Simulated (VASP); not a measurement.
Crystal: Si.

```
Si
1.0
     2.57000    0.00000    0.00000
     0.00000    2.57000    0.00000
     0.00000    0.00000    2.57000
Si
1
Direct
  0.00000 0.00000 0.00000
```

This isn't the form of Si at room conditions, which is diamond.

```yaml
Program: VASP 6.6.1
Task: relaxation of cell and atoms
Functional: PBE
Potentials_or_basis: VASP PAW PBE potentials, release 64 (Si)
Cutoff: 500 eV
k_mesh: 8 × 8 × 8
Occupations: methfessel-paxton, width 0.1 eV
Spin: no spin polarisation
```

At the start: pressure -4.2 GPa; volume 16.97 Å³/atom.

Problem. Where does the relaxation end?

Solution. Over 3 steps the energy falls by 10.3 meV/atom and the volume is 16.22 Å³/atom (-4.4 %); space group Pm-3m (No. 221, to 0.1 Å) before and after.

The path:
```tsv
step	energy change (eV)	largest force (eV/Å)	pressure (GPa)	volume (Å³)
1	0.0000	0.0000	-4.17	16.97
2	-0.0083	0.0000	2.04	15.91
3	-0.0103	0.0000	0.07	16.22
```

Final structure:
```yaml
crystal:
  lattice:
    - [2.53131, 0.00000, 0.00000]
    - [0.00000, 2.53131, 0.00000]
    - [0.00000, 0.00000, 2.53131]
  atoms:
    - { symbol: Si, position: [0.00000, 0.00000, 0.00000] }
```
